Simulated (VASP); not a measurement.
Runs of VASP 6.6.1 on ScAl3. The structure is that of space group Pm-3m (No. 221), or close to it. The cells are those of the table. 

```tsv
cell	k mesh	smearing	gap on the mesh (eV)	pressure (GPa)
a = 4.004, b = 4.004, c = 4.135 Å, 4 atoms	14 × 14 × 14	gaussian 0.1 eV	none	(a)
a = 4.086 Å, 4 atoms	12 × 12 × 12	gaussian 0.15 eV	none	0.0
a = 3.922, b = 3.922, c = 4.153 Å, 4 atoms	14 × 14 × 14	gaussian 0.1 eV	none	7.3
a = 4.167, b = 4.167, c = 4.037 Å, 4 atoms	14 × 14 × 14	gaussian 0.1 eV	none	-2.4
```

Alike in all rows: task single point; level r2SCAN; potentials or basis VASP PAW PBE potentials, release 64 (Sc_sv, Al); no spin polarisation; cutoff (eV) 520.

Q: Fill in the values left out.

A: (a) 2.9.

Caveats: the PAW data sets were made with another functional, which shifts forces and pressure a little; the cell stands under pressure (at least some runs).

A gap of «none» marks levels without a gap at the run's occupations.
